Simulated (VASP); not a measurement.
# Fe7Co in VASP: further runs

Fe7Co is run at these levels: PBEsol; tasks: single point.

Program: VASP 6.6.1. These are calculated values, not measurements. Logs are shortened: lines on timing, memory, paths and dates and some standing lists are left out, and cuts for length are marked.

### 1 The cell of the first run

The cell holds a disordered packing, 24 atoms: a = 6.576 Å, b = 6.304 Å, c = 6.604 Å, α = 93.62°, β = 88.42°, γ = 94.03°.

### 2 Single point, PBEsol

INCAR

```
PREC     = Accurate       # precision mode
ENCUT    = 400            # plane-wave cutoff, eV
EDIFF    = 1E-6           # SCF threshold, eV
ISMEAR   = -1             # smearing method
SIGMA    = 0.05           # smearing width, eV
LREAL    = Auto         
LASPH    = True           # aspherical terms in the spheres
NELM     = 120            # most SCF steps
ALGO     = Normal         # electronic algorithm
ISIF     = 2              # what is computed and relaxed
LWAVE    = False          # write WAVECAR
LCHARG   = True           # write CHGCAR
GGA      = PS             # functional
LELF     = True           # ELF
LVHAR    = True         
ISYM     = -1           
NBANDS   = 116            # bands
GGA_COMPAT= False
```

KPOINTS

```
explicit points
1
Reciprocal
  0.25000000   0.25000000   0.25000000 1
```

POSCAR

```
Fe7Co
1.0
    6.5711100000     -0.2250530000      0.0875820000
   -0.2250530000      6.2965610000     -0.2020190000
    0.0875820000     -0.2020190000      6.5998730000
Fe Co
21 3
Direct
    0.9483636860      0.2889652407      0.8974263415
    0.7193183860      0.2044814259      0.6137096563
    0.8053185848      0.5527307876      0.4564261628
    0.3260844619      0.4622879462      0.9093697438
    0.4025390228      0.8706204625      0.0893739474
    0.4073926161      0.3446328605      0.5773214311
    0.0687230551      0.0497036547      0.1443812904
    0.3728005748     -0.0007826408      0.4857422668
    0.8803356759      0.8952626175      0.6947885966
    0.2176330857      0.0831957558      0.8202999334
    0.0655756901      0.7952916958      0.3698101135
    0.7339391081      0.5365759369      0.7785550842
    0.5589893489      0.1870005678      0.9397197889
    0.0276521715      0.4352862980      0.2234023700
    0.6719879033      0.8559702353      0.3646781092
    0.0570482603      0.1890845611      0.5201371713
    0.3439424809      0.2636231069      0.2093500445
    0.5137982852      0.8187117237      0.7439026239
    0.6539364817      0.5471826235      0.1260594289
    0.7518589828      0.9145824653      0.0274536679
    0.7353740482      0.2237897355      0.2671757848
    0.0219085117      0.6773834551      0.9698675318
    0.1032201051      0.5704894377      0.6394772267
    0.3628532981      0.6379191820      0.3635985689
```

Potentials or basis: VASP PAW PBE potentials, release 64 (Fe, Co).

Started as:

```console
$ cat potpaw_PBE.64/Fe/POTCAR potpaw_PBE.64/Co/POTCAR > POTCAR
$ mpirun -np 1 vasp_std > vasp.out
```

OUTCAR:

```text
PREC = Accurate
   ENCUT = 400
   EDIFF = 1E-6
   ISMEAR = -1
   LREAL = Auto
   LASPH = True
   NELM = 120
   ISIF = 2
   GGA = PS
   ISYM = -1

 ion  position               nearest neighbor table
   1  0.948  0.289  0.897-  10 2.29  14 2.35  12 2.36   2 2.45   7 2.47  22 2.48  13 2.61  16 2.62
                             4 2.64  23 2.67   9 2.76  20 2.78  21 2.82  19 2.94
   2  0.719  0.204  0.614-  12 2.29  16 2.30  21 2.30   6 2.31  13 2.38   9 2.38   1 2.45   3 2.51
                            15 2.67   8 2.67  18 2.87
   3  0.805  0.553  0.456-  12 2.17  14 2.22  15 2.28  11 2.30  23 2.32  21 2.38  19 2.42   2 2.51
                             9 2.62   6 2.96  16 2.98  24 3.08
   4  0.326  0.462  0.909-   6 2.33  13 2.41  17 2.42  10 2.48  23 2.50  22 2.50  19 2.63   1 2.64
                            18 2.76   5 2.79  12 2.81  14 2.82
   5  0.403  0.871  0.089-  20 2.32  18 2.39  24 2.40  13 2.43   7 2.55  15 2.58  17 2.60  10 2.66
                             8 2.70  19 2.74   4 2.79  22 2.82  11 2.88
   6  0.407  0.345  0.577-   8 2.22   2 2.31   4 2.33  24 2.43  16 2.47  17 2.49  23 2.55  10 2.60
                            12 2.73  13 2.88   3 2.96  21 3.04
   7  0.069  0.050  0.144-  17 2.21  11 2.25  20 2.33  10 2.34   1 2.47  14 2.49   5 2.55  22 2.55
                            16 2.58  21 2.61   8 3.10
   8  0.373  0.999  0.486-   6 2.22  15 2.32  18 2.35  24 2.36  11 2.43  10 2.45  16 2.47  17 2.57
                             2 2.67   5 2.70  21 3.06   7 3.10
   9  0.880  0.895  0.695-  20 2.33   2 2.38  18 2.44  16 2.45  12 2.48  11 2.51  10 2.57  22 2.58
                            15 2.60  23 2.60   3 2.62   1 2.76
  10  0.218  0.083  0.820-   1 2.29   7 2.34  16 2.42  13 2.43   8 2.45   4 2.48   9 2.57   6 2.60
[... 15 lines left out ...]
  18  0.514  0.819  0.744-   8 2.35   5 2.39  12 2.40   9 2.44  20 2.49  13 2.59  10 2.67  15 2.70
                             4 2.76  24 2.87   2 2.87  23 3.10
  19  0.654  0.547  0.126-  12 2.34  21 2.39   3 2.42  15 2.42  20 2.48  24 2.52  13 2.56   4 2.63
                            17 2.68  22 2.70  14 2.71   5 2.74   1 2.94
  20  0.752  0.915  0.027-  13 2.32  15 2.32   5 2.32   7 2.33   9 2.33  22 2.41  21 2.44  19 2.48
                            18 2.49   1 2.78  12 2.81
  21  0.735  0.224  0.267-  14 2.28   2 2.30   3 2.38  19 2.39  20 2.44  15 2.45  13 2.47   7 2.61
                            17 2.64  16 2.76   1 2.82   6 3.04   8 3.06
  22  0.022  0.677  0.970-  23 2.30  14 2.34  12 2.39  20 2.41   1 2.48   4 2.50   7 2.55   9 2.58
                            19 2.70  11 2.72   5 2.82  10 2.99
  23  0.103  0.570  0.639-  22 2.30   3 2.32  11 2.37  16 2.48   4 2.50  24 2.50   6 2.55  12 2.57
                             9 2.60   1 2.67  14 2.87  18 3.10
  24  0.363  0.638  0.364-  11 2.25   8 2.36  15 2.37   5 2.40   6 2.43  23 2.50  17 2.51  19 2.52
                            14 2.63  18 2.87   3 3.08

IMPORTANT INFORMATION: All symmetrisations will be switched off!
NOSYMM: (Re-)initialisation of all symmetry stuff for point group C_1.

----------------------------------------------------------------------------------------

                                     Primitive cell

  volume of cell :     272.4296

[... 109 lines left out ...]
     AMIX     =   0.40;   BMIX     =  1.00
     AMIX_MAG =   1.60;   BMIX_MAG =  1.00
  volume/ion in A,a.u.               =      11.35        76.60
  Fermi-wavevector in a.u.,A,eV,Ry     =   1.464429  2.767369 29.178401  2.144552
  Thomas-Fermi vector in A             =   2.580406
   LORBIT       =      0    0 simple, 1 ext, 2 COOP (PROOUT), +10 PAW based schemes
   GGA     = PS    functional components
   LHFCALC =     F    Hartree Fock is set to
   AEXX    =    0.0000 exact exchange contribution
   IVDW    =     0    specifies the selected vdW correction
   LEPSILON=     F    determine dielectric tensor
   LRPA    =     F    only Hartree local field effects (RPA)
 non-spin polarized calculation
  energy-cutoff  :      400.00
  volume of cell :      272.43
 maximum number of plane-waves:      4922
 NGX is ok and might be reduce to    42
   NGX = 21   NGY = 21   NGZ = 21

 number of electron     195.0000025 magnetization

 Free energy of the ion-electron system (eV)
  ---------------------------------------------------
  ext. energy  EPLUGINS =         0.00000000
  ---------------------------------------------------
  free energy    TOTEN  =      -200.56861428 eV

  energy without entropy =     -200.12813310  energy(sigma->0) =     -200.34837369

 E-fermi :   6.1330     XC(G=0): -13.2788

 val. band max:        6.1258441906   @ k =   0.2500   0.2500   0.2500
 cond. band min:       6.1808990353   @ k =   0.2500   0.2500   0.2500
 fundamental gap:      0.0550548447
 Fermi energy:         6.1329956744

 k-point     1 :       0.2500    0.2500    0.2500
  band No.  band energies     occupation
      1      -1.5147      2.00000
      2       0.0208      2.00000
      3       0.0707      2.00000
      4       0.1367      2.00000
      5       1.1563      2.00000
      6       1.4102      2.00000
[... 101 lines left out ...]
    108       6.5119      0.00102
    109       6.5477      0.00050
 [bands above 109 left out]

------------------------ aborting loop because EDIFF is reached ----------------------------------------

  FORCE on cell =-STRESS in cart. coord.  units (eV):
  Direction    XX          YY          ZZ          XY          YZ          ZX
  --------------------------------------------------------------------------------------
  -------------------------------------------------------------------------------------
  Total      -40.5662614    -39.2819076    -31.3595538     -6.6993611     -1.6431418     -0.1587561
  in kB     -238.5730223   -231.0196480   -184.4277308    -39.3994114     -9.6634321     -0.9336556
  external PRESSURE =    -218.0068004 kB  Pullay stress =       0.0000000 kB

 VOLUME and BASIS-vectors are now :
 -----------------------------------------------------------------------------
  energy-cutoff  :      400.00
  volume of cell :      272.43
      direct lattice vectors                 reciprocal lattice vectors
     6.571110000 -0.225053000  0.087582000     0.152390551  0.005387183 -0.001857362
    -0.225053000  6.296561000 -0.202019000     0.005387183  0.159163419  0.004800428
     0.087582000 -0.202019000  6.599873000    -0.001857362  0.004800428  0.151689654

 POSITION                                       TOTAL-FORCE (eV/Angst)
 -----------------------------------------------------------------------------------
      6.24537      1.42476      5.94758        -0.171247     -0.428807     -0.228978
      4.73445      1.00166      4.07210        -0.381787     -1.325829     -0.124411
      5.20742      3.20686      2.97122        -1.267650      0.026963     -0.114140
      2.11834      2.65373      5.93689         0.172801      0.745550      0.151894
      2.45702      5.37327      0.44923        -0.617314     -0.112349      0.315877
      2.65002      1.96169      3.77631         0.402864      0.888099      0.243176
[... 16 lines left out ...]
      0.60589      3.43971      4.11426         0.599282     -0.247215      0.023493
      2.27263      3.86158      2.30261         0.637450     -1.356459      0.410860
 -----------------------------------------------------------------------------------
    total drift:                                0.000488      0.007262     -0.005696

  FREE ENERGIE OF THE ION-ELECTRON SYSTEM (eV)
  ---------------------------------------------------
  free  energy   TOTEN  =      -200.5686142810 eV

  energy  without entropy=     -200.1281331012  energy(sigma->0) =     -200.34837369
```

stdout:

```text
POSCAR found type information on POSCAR FeCo
 POSCAR found :  2 types and      24 ions
 scaLAPACK will be used
 -----------------------------------------------------------------------------
|                                                                             |
|                                                                             |
|     You enforced a specific xc type in the INCAR file but a different       |
|     I HOPE YOU KNOW WHAT YOU ARE DOING!                                     |
|                                                                             |
 -----------------------------------------------------------------------------

 LDA part: xc-table for (Slater+PW92), standard interpolation
 POSCAR, INCAR and KPOINTS ok, starting setup
 FFT: planning ... GRIDC
 FFT: planning ... GRID_SOFT
 FFT: planning ... GRID
 WAVECAR not read
 entering main loop
```

Run time: 2.7 min. Hardware: 1 thread of Intel Xeon 6975P-C (Granite Rapids), shared host; peak memory 0.3 GiB.

Results:

```
Free energy            : -200.5686 eV
Pressure               : -21.8 GPa
Largest force          : 1.554 eV/Å
Band gap on the k mesh : zero (an odd number of electrons rules out a gap without spin polarisation)
```

Forces on the atoms (eV/Å):
```
Fe  -0.171 -0.429 -0.229
Fe  -0.382 -1.326 -0.124
Fe  -1.268  0.027 -0.114
Fe   0.173  0.746  0.152
Fe  -0.617 -0.112  0.316
Fe   0.403  0.888  0.243
Fe  -0.541 -0.041  0.416
Fe  -0.209 -0.145  0.085
Fe   0.053 -0.557 -0.944
Fe   0.759 -0.338  0.108
Fe   0.079  1.222 -0.683
Fe  -0.676  0.413  1.131
Fe   0.310 -0.127 -0.247
Fe   1.281 -0.061 -0.101
Fe   0.143  0.561  0.217
Fe   0.103  0.227 -0.801
Fe   0.403  0.017  0.672
Fe  -0.238  0.365 -0.496
Fe  -0.431  0.237 -0.182
Fe  -0.182 -0.219 -0.473
Fe  -0.275 -0.642 -0.331
Co   0.047  0.898  0.951
Co   0.599 -0.247  0.023
Co   0.637 -1.356  0.411
```

Stress tensor (GPa, compression positive):
```
-23.86  -3.94  -0.09
 -3.94 -23.10  -0.97
 -0.09  -0.97 -18.44
```

Caveat: the atoms stand as in a frame of molecular dynamics; the PAW data sets were made with another functional, which shifts forces and pressure a little; the run has no spin polarisation, though such a crystal can be magnetic. Spin polarisation is off, so any magnetic state and its effect on volume and gap are missing.

### 3 Single point, PBEsol

INCAR

```
ALGO = Normal
EDIFF = 1E-6
ENCUT = 400
GGA = PS
GGA_COMPAT = F
ISIF = 2
ISMEAR = -1
ISYM = -1
LASPH = T
LCHARG = F
LREAL = Auto
LWAVE = F
NBANDS = 116
NELM = 120
PREC = Accurate
SIGMA = 0.05
```

KPOINTS is that of step 2.

POSCAR

```
Fe7Co
1.0
    6.5711100000     -0.2250530000      0.0875820000
   -0.2250530000      6.2965610000     -0.2020190000
    0.0875820000     -0.2020190000      6.5998730000
Fe Co
21 3
Direct
    0.9597876127      0.2846591369      0.9046997473
    0.7243384261      0.1938542449      0.6092919110
    0.8100887312      0.5455015716      0.4623279101
    0.3214171090      0.4649866136      0.9098039883
    0.3944337277      0.8805421943      0.1010852722
    0.4095724194      0.3387243223      0.5787319812
    0.0617504707      0.0583704542      0.1453872993
    0.3575650958     -0.0119973862      0.4823636809
    0.8716358449      0.8860793409      0.7009407987
    0.2151640652      0.0842035708      0.8194209528
    0.0726091362      0.8037141947      0.3511528608
    0.7346653475      0.5480266299      0.7862600282
    0.5596296481      0.1926451507      0.9462605564
    0.0320215327      0.4471002943      0.2258140792
    0.6726439714      0.8564965931      0.3540978866
    0.0404605877      0.1966925994      0.5196648516
    0.3429937900      0.2532891824      0.2167519201
    0.5148524567      0.8271639163      0.7446575138
    0.6607787958      0.5694899653      0.1223798496
    0.7457263500      0.9196173836      0.0158796963
    0.7407220900      0.2216601449      0.2636380486
    0.0210343408      0.6816780500      0.9629915134
    0.1023993869      0.5715097634      0.6398843565
    0.3608082840      0.6293818777      0.3672941565
```

Potentials or basis: VASP PAW PBE potentials, release 64 (Fe, Co).

Started as:

```console
$ cat potpaw_PBE.64/Fe/POTCAR potpaw_PBE.64/Co/POTCAR > POTCAR
$ mpirun -np 1 vasp_std > vasp.out
```

Run time: 2.7 min. Hardware: 1 thread of Intel Xeon 6975P-C (Granite Rapids), shared host; peak memory 0.3 GiB.

Results (log left out):

```yaml
Free_energy: -200.4679 eV
Pressure: -20.9 GPa
Largest_force: 1.976 eV/Å
Band_gap_on_the_k_mesh: zero (an odd number of electrons rules out a gap without spin polarisation)
```

Forces in eV/Å, atoms in the order of the input:
```
Fe  -1.179  0.409 -0.477
Fe  -1.213 -0.610  0.773
Fe  -1.598  0.534 -0.600
Fe   0.334  0.632  0.405
Fe  -0.147 -0.348 -0.169
Fe   0.561  0.497  0.303
Fe  -0.419 -0.108  0.212
Fe  -0.079  0.296  0.046
Fe   0.961 -0.394 -1.681
Fe   0.961 -0.508 -0.010
Fe  -0.336  0.531  0.103
Fe  -0.809 -0.577  0.504
Fe  -0.037  0.051 -0.624
Fe   1.457 -0.634 -0.269
Fe   0.163  0.636  0.966
Fe   0.845  0.159 -0.907
Fe   0.479  0.407  0.735
Fe  -0.700  0.187 -0.646
Fe  -0.727 -0.897  0.246
Fe  -0.266  0.045  0.322
Fe  -0.248 -0.143 -0.570
Co   0.414  0.872  1.396
Co   0.738 -0.046 -0.370
Co   0.844 -0.990  0.311
```

Stress tensor (GPa, compression positive):
```
-22.43  -3.59   0.29
 -3.59 -22.97  -0.15
  0.29  -0.15 -17.32
```

Levels at points of the mesh, in eV from the Fermi level:
| k point | band 95 | band 96 | band 97 | band 98 | band 99 | band 100 | band 101 | band 102 |
| --- | --- | --- | --- | --- | --- | --- | --- | --- |
| (0.25, 0.25, 0.25) | -0.10 | -0.08 | -0.04 | -0.01 | 0.03 | 0.09 | 0.13 | 0.18 |

Caveat: the atoms stand as in a frame of molecular dynamics; the PAW data sets were made with another functional, which shifts forces and pressure a little; the run has no spin polarisation, though such a crystal can be magnetic.
